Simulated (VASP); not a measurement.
**Al2Cu: single point with r2SCAN**

The system is Al2Cu.

```
Al Cu
1.0
     2.86650    0.00000    0.00000
    -1.43325    2.48246    0.00000
     0.00000    0.00000    6.22702
Al Cu
2 1
Direct
  0.33333 0.66667 0.18401
  0.66667 0.33333 0.81599
  0.00000 0.00000 0.50000
```

```json
{"Program": "VASP 6.6.1", "Task": "single point", "Functional": "r2SCAN", "Potentials or basis": "VASP PAW PBE potentials, release 64 (Al, Cu)", "Cutoff": "520 eV", "k mesh": "18 × 18 × 8", "Occupations": "gaussian, width 0.1 eV", "Spin": "no spin polarisation", "Dipole correction": "no", "Further INCAR settings": "ALGO = Normal; EDIFF = 1e-06; NBANDS = 16"}
```

* Pressure: -3.4 GPa
* Largest force: 0.036 eV/Å

Forces in eV/Å, atoms in the order of the input:
```
Al   0.000  0.000  0.036
Al   0.000  0.000 -0.036
Cu   0.000  0.000  0.000
```

Stress tensor (GPa, compression positive):
```
-3.60  0.00  0.00
 0.00 -3.60  0.00
 0.00  0.00 -3.15
```

Levels at points of the mesh, in eV from the Fermi level:
| k point | band 4 | band 5 | band 6 | band 7 | band 8 | band 9 | band 10 | band 11 | band 12 | band 13 |
| --- | --- | --- | --- | --- | --- | --- | --- | --- | --- | --- |
| (0.00, 0.00, 0.00) | -4.09 | -3.69 | -3.69 | -3.42 | -3.42 | 3.87 | 5.77 | 11.62 | 11.62 | 11.94 |
| (0.50, 0.00, 0.00) | -4.40 | -3.63 | -2.89 | -2.86 | -2.20 | -1.08 | 0.40 | 0.86 | 6.15 | 7.72 |
| (0.00, 0.00, 0.50) | -3.69 | -3.69 | -3.42 | -3.42 | -3.21 | -0.55 | 11.22 | 11.98 | 11.98 | 12.33 |
| (0.50, 0.00, 0.50) | -4.22 | -3.71 | -3.63 | -3.31 | -2.89 | -1.46 | 2.82 | 4.18 | 4.33 | 5.67 |

Wall time 7 min on 1 thread of Intel Xeon 6975P-C, on a shared host, peak memory 0.32 GiB.

Caveat: the PAW data sets were made with another functional, which shifts forces and pressure a little.
